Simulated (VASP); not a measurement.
A run of VASP 6.6.1 is set up as follows.

File INCAR:

```
SYSTEM = Al3Ga2N5
PREC     = Accurate       ! precision mode
ENCUT    = 520            ! plane-wave cutoff, eV
EDIFF    = 1E-6           ! SCF threshold, eV
ISMEAR   = 0              ! smearing method
SIGMA    = 0.1            ! smearing width, eV
LREAL    = .FALSE.        ! projectors in reciprocal space
LASPH    = .TRUE.         ! aspherical terms in the spheres
NELM     = 60             ! most SCF steps
ALGO     = Normal         ! electronic algorithm
ISIF     = 2              ! what is computed and relaxed
LWAVE    = .FALSE.        ! write WAVECAR
LCHARG   = .FALSE.        ! write CHGCAR
GGA      = PE             ! functional
NBANDS   = 41             ! bands
```

KPOINTS

```
regular mesh
0
G
  8 8 8
  0 0 0
```

The input POSCAR:

```
Al3Ga2N5
1.0
   -1.4684020670      1.4684020670     10.3980856234
    1.4684020670     -1.4684020670     10.3980856234
    1.4684020670      1.4684020670    -10.3980856234
Al Ga N
3 2 5
Direct
    0.7008515200      0.7008515200      0.0000000000
    0.2991484800      0.2991484800      0.0000000000
    0.5000000000      0.5000000000      0.0000000000
    0.8989477933      0.8989477933      0.0000000000
    0.1010522067      0.1010522067      0.0000000000
    0.6007949060      0.6007949060      0.0000000000
    0.2020728241      0.2020728241      0.0000000000
    0.7979271759      0.7979271759      0.0000000000
    0.3992050940      0.3992050940      0.0000000000
    0.0000000000      0.0000000000      0.0000000000
```

Potentials or basis: VASP PAW PBE potentials, release 64 (Al, Ga_d, N).

Launch:

```console
$ cat potpaw_PBE.64/Al/POTCAR potpaw_PBE.64/Ga_d/POTCAR potpaw_PBE.64/N/POTCAR > POTCAR
$ mpirun -np 1 vasp_std > vasp.out
```

Question: What does it give for the band gap on the k mesh?

Answer: 1.87 eV (least direct gap 2.63 eV).

Question: Predict the pressure.

Answer: 0.3 GPa.

Question: Estimate the largest force.

Answer: 0.028 eV/Å.

Forces on the atoms (eV/Å):
```
Al   0.000  0.000  0.006
Al   0.000  0.000 -0.006
Al   0.000  0.000  0.000
Ga   0.000  0.000 -0.001
Ga   0.000  0.000  0.001
N    0.000  0.000  0.000
N    0.000  0.000  0.028
N    0.000  0.000 -0.028
N    0.000  0.000  0.000
N    0.000  0.000  0.000
```

A k mesh can miss the band edges.
